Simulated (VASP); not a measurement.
# TiAl (Pm-3m) in VASP: a series of runs, part 2 of 3

VASP 6.6.1. Earlier steps stand in the parts before.

### 3 Relaxation of cell and atoms, B3LYP

This run uses another cell than the first one, of 16.06 Å³/atom.

File POSCAR:

```
TiAl
1.0
    3.1790640000      0.0000000000      0.0000000000
    0.0000000000      3.1790640000      0.0000000000
    0.0000000000      0.0000000000      3.1790640000
Ti Al
1 1
Direct
    0.0000000000      0.0000000000      0.0000000000
    0.5000000000      0.5000000000      0.5000000000
```

File INCAR.step1:

```
PREC     = Accurate       # precision mode
ENCUT    = 600            # plane-wave cutoff, eV
EDIFF    = 1E-5           # SCF threshold, eV
ISMEAR   = -1             # smearing method
SIGMA    = 0.05           # smearing width, eV
LREAL    = False          # projectors in reciprocal space
LASPH    = True           # aspherical terms in the spheres
NELM     = 60             # most SCF steps
ALGO     = Normal         # electronic algorithm
LWAVE    = True           # write WAVECAR
LCHARG   = False          # write CHGCAR
GGA      = PE             # functional
NBANDS   = 14             # bands
```

File INCAR.step2:

```
PREC     = Accurate       # precision mode
ENCUT    = 600            # plane-wave cutoff, eV
EDIFF    = 1E-7           # SCF threshold, eV
ISMEAR   = -1             # smearing method
SIGMA    = 0.05           # smearing width, eV
LREAL    = False          # projectors in reciprocal space
LASPH    = True           # aspherical terms in the spheres
NELM     = 60             # most SCF steps
ALGO     = Normal         # electronic algorithm
ISIF     = 3              # what is computed and relaxed
LWAVE    = False          # write WAVECAR
LCHARG   = False          # write CHGCAR
GGA      = B3             # functional
LHFCALC  = True           # exact exchange
AEXX     = 0.2            # exact-exchange fraction
AGGAX    = 0.72         
AGGAC    = 0.81         
ALDAC    = 0.19         
PRECFOCK = Normal       
IBRION   = 2              # ionic algorithm
NSW      = 60             # ionic steps
EDIFFG   = -0.01          # ionic threshold
ISTART   = 1
```

File KPOINTS:

```
Automatic mesh
0
Gamma
  4 4 4
```

Potentials or basis: VASP PAW PBE potentials, release 64 (Ti_sv, Al).

Launch:

```sh
$ cat potpaw_PBE.64/Ti_sv/POTCAR potpaw_PBE.64/Al/POTCAR > POTCAR
$ cp INCAR.step1 INCAR
$ mpirun -np 1 vasp_std > vasp.out
$ cp INCAR.step2 INCAR
$ mpirun -np 1 vasp_std > vasp.out
```

OUTCAR:

```text
PREC = Accurate
   ENCUT = 600
   EDIFF = 1E-7
   ISMEAR = -1
   LREAL = False
   LASPH = True
   NELM = 60
   ISIF = 3
   GGA = B3
   LHFCALC = True
   AEXX = 0.2
   PRECFOCK = Normal
   IBRION = 2
   NSW = 60
   EDIFFG = -0.01
   ISTART = 1

 ion  position               nearest neighbor table
   1  0.000  0.000  0.000-   2 2.75   2 2.75   2 2.75   2 2.75   2 2.75   2 2.75   2 2.75   2 2.75

   2  0.500  0.500  0.500-   1 2.75   1 2.75   1 2.75   1 2.75   1 2.75   1 2.75   1 2.75   1 2.75

  LATTYP: Found a simple cubic cell.
 ALAT       =     3.1790640000

  Lattice vectors:

 A1 = (   3.1790640000,   0.0000000000,   0.0000000000)
 A2 = (   0.0000000000,   3.1790640000,   0.0000000000)
 A3 = (   0.0000000000,   0.0000000000,   3.1790640000)

Analysis of symmetry for initial positions (statically):
=====================================================================
 Subroutine PRICEL returns:
 Original cell was already a primitive cell.

 Routine SETGRP: Setting up the symmetry group for a
 simple cubic supercell.

 Subroutine GETGRP returns: Found 48 space group operations
 (whereof 48 operations were pure point group operations)
 out of a pool of 48 trial point group operations.

The static configuration has the point symmetry O_h .

Analysis of symmetry for dynamics (positions and initial velocities):
=====================================================================
 Subroutine PRICEL returns:
 Original cell was already a primitive cell.

 Routine SETGRP: Setting up the symmetry group for a
 simple cubic supercell.

 Subroutine GETGRP returns: Found 48 space group operations
 (whereof 48 operations were pure point group operations)
 out of a pool of 48 trial point group operations.

The dynamic configuration has the point symmetry O_h .
[... 100 lines left out ...]
   EFERMI_NEDOS =   21; number of points for ismear=-14 and -15
   IALGO  =     38    algorithm
   IMIX   =      1    mixing-type and parameters
     AMIX     =   0.40;   BMIX     =  1.00
     AMIX_MAG =   1.60;   BMIX_MAG =  1.00
  volume/ion in A,a.u.               =      16.06       108.41
  Fermi-wavevector in a.u.,A,eV,Ry     =   1.270007  2.399964 21.945065  1.612917
  Thomas-Fermi vector in A             =   2.403017
   LORBIT       =      0    0 simple, 1 ext, 2 COOP (PROOUT), +10 PAW based schemes
   GGA     = B3    functional components
   LHFCALC =     T    Hartree Fock is set to
   PRECFOCK=normal    Normal, Fast or Accurate (Low or Medium for compatibility)
   ENCUT4O =  -1.0   cutoff for four orbital integrals eV
   NKREDX  =     1    reduce k-point grid by
   NKREDY  =     1    reduce k-point grid by
   NKREDZ  =     1    reduce k-point grid by
   AEXX    =    0.2000 exact exchange contribution
   HFSCREEN=    0.0000 screening length (either q_TF or 0.3 A-1)
   HFSCREENC=   0.0000 screening length for correlation (either q_TF or 0.3 A-1)
   ENCUTFOCK=  -1.0 apply spherical cutoff to Coloumb kernel
   IVDW    =     0    specifies the selected vdW correction
   LEPSILON=     F    determine dielectric tensor
   LRPA    =     F    only Hartree local field effects (RPA)
 conjugate gradient relaxation of ions
 non-spin polarized calculation
  energy-cutoff  :      600.00
  volume of cell :       32.13
 maximum number of plane-waves:      1108
 NGX is ok and might be reduce to    28
  NGX = 20; NGY = 20; NGZ = 20

--------------------------------------- Ionic step        1  -------------------------------------------

 number of electron      15.0000003 magnetization

 Free energy of the ion-electron system (eV)
  ---------------------------------------------------
  ext. energy  EPLUGINS =         0.00000000
  ---------------------------------------------------
  free energy    TOTEN  =       -12.90363641 eV

  energy without entropy =      -12.89251070  energy(sigma->0) =      -12.89807356

------------------------ aborting loop because EDIFF is reached ----------------------------------------

  FORCE on cell =-STRESS in cart. coord.  units (eV):
  Direction    XX          YY          ZZ          XY          YZ          ZX
  --------------------------------------------------------------------------------------
  -------------------------------------------------------------------------------------
  Total        0.3319785      0.3319785      0.3319785     -0.0000000      0.0000000     -0.0000000
  in kB       16.5547527     16.5547527     16.5547527     -0.0000000      0.0000000     -0.0000000
  external PRESSURE =      16.5547527 kB  Pullay stress =       0.0000000 kB
[... 59 lines left out ...]
--------------------------------------- Ionic step        3  -------------------------------------------

 number of electron      15.0000003 magnetization

 Free energy of the ion-electron system (eV)
  ---------------------------------------------------
  ext. energy  EPLUGINS =         0.00000000
  ---------------------------------------------------
  free energy    TOTEN  =       -12.90598220 eV

  energy without entropy =      -12.89486050  energy(sigma->0) =      -12.90042135

 E-fermi :   8.9838     XC(G=0):  -8.8462

 val. band max:        8.5432347257   @ k =   0.2500   0.2500   0.2500
 cond. band min:       9.0402681769   @ k =   0.5000   0.2500   0.2500
 fundamental gap:      0.4970334512
 Fermi energy:         8.9837723892

 k-point     1 :       0.0000    0.0000    0.0000
  band No.  band energies     occupation
      1     -52.3177      2.00000
      2     -27.3394      2.00000
      3     -27.3394      2.00000
      4     -27.3394      2.00000
      5      -1.7316      2.00000
      6       6.6879      2.00000
      7       6.6879      2.00000
      8      11.4421      0.00000
      9      11.4421      0.00000
     10      11.4421      0.00000
     11      13.9674      0.00000
[... 153 lines left out ...]
  FREE ENERGIE OF THE ION-ELECTRON SYSTEM (eV)
  ---------------------------------------------------
  free  energy   TOTEN  =       -12.9059822046 eV

  energy  without entropy=      -12.8948605048  energy(sigma->0) =      -12.90042135

 reached required accuracy - stopping structural energy minimisation
```

OUTCAR.step1:

```text
PREC = Accurate
   ENCUT = 600
   EDIFF = 1E-5
   ISMEAR = -1
   LREAL = False
[... 375 lines left out ...]
      0.00000      0.00000      0.00000         0.000000      0.000000      0.000000
      1.58953      1.58953      1.58953         0.000000      0.000000      0.000000
 -----------------------------------------------------------------------------------
    total drift:                               -0.000000     -0.000000     -0.000000

  FREE ENERGIE OF THE ION-ELECTRON SYSTEM (eV)
  ---------------------------------------------------
  free  energy   TOTEN  =       -12.1267507285 eV

  energy  without entropy=      -12.1093853942  energy(sigma->0) =      -12.11806806
```

OSZICAR.step1:

```text
N       E                     dE             d eps       ncg     rms          rms(c)
DAV:   1     0.115782227361E+03    0.11578E+03   -0.75774E+03   280   0.122E+03
DAV:   2    -0.804817267390E+01   -0.12383E+03   -0.11886E+03   280   0.329E+02
DAV:   3    -0.137495325002E+02   -0.57014E+01   -0.55656E+01   426   0.695E+01
DAV:   4    -0.139396126072E+02   -0.19008E+00   -0.18988E+00   314   0.105E+01
DAV:   5    -0.139455060831E+02   -0.58935E-02   -0.58928E-02   404   0.177E+00    0.988E+00
DAV:   6    -0.121844997660E+02    0.17610E+01   -0.49935E+00   298   0.314E+01    0.287E+00
DAV:   7    -0.121332201769E+02    0.51280E-01   -0.39059E-01   298   0.870E+00    0.171E+00
DAV:   8    -0.121338721165E+02   -0.65194E-03   -0.74446E-02   336   0.312E+00    0.726E-01
DAV:   9    -0.121266362071E+02    0.72359E-02   -0.20245E-02   316   0.205E+00    0.170E-01
DAV:  10    -0.121267887774E+02   -0.15257E-03   -0.50995E-04   334   0.221E-01    0.110E-01
DAV:  11    -0.121267476562E+02    0.41121E-04   -0.46303E-04   312   0.272E-01    0.233E-02
DAV:  12    -0.121267507285E+02   -0.30723E-05   -0.36087E-05   320   0.555E-02
   1 F= -.12126751E+02 E0= -.12118068E+02  d E =-.173653E-01
```

Wall time 19 min (1 thread of Intel Xeon Platinum 8259CL at 2.50GHz (Skylake/Cascade Lake), shared host); peak memory 0.17 GiB.

Results:

```yaml
Free_energy: -12.9060 eV
Relaxed_volume: 16.29 Å³/atom
Relaxed_cell: a = 3.194 Å, b = 3.194 Å, c = 3.194 Å, α = 90.00°, β = 90.00°, γ = 90.00°
Space_group_after_relaxing_to_0.1_Å: Pm-3m (No. 221)
Energy_gained_by_relaxing: 1.2 meV/atom
Ionic_steps: 3
Pressure_after_relaxing: 0.0 GPa
Band_gap_on_the_k_mesh: zero (an odd number of electrons rules out a gap without spin polarisation)
```

Step by step:
```tsv
step	energy change (eV)	largest force (eV/Å)	pressure (GPa)	volume (Å³)
1	0.0000	0.0000	1.66	32.13
2	-0.0012	0.0000	-1.08	32.91
3	-0.0023	0.0000	-0.04	32.59
```

Final structure:
```
Ti Al
1.0
     3.19410    0.00000    0.00000
     0.00000    3.19410    0.00000
     0.00000    0.00000    3.19410
Ti Al
1 1
Direct
  0.00000 0.00000 0.00000
  0.50000 0.50000 0.50000
```

Caveat: the k points lie up to 0.49 Å⁻¹ apart in the final cell, too coarse for converged energies and pressures of a metal; the PAW data sets were made with another functional, which shifts forces and pressure a little.

[end of part 2 of 3]

The gap in the log of VASP goes by the Fermi energy; the results here count the filled bands.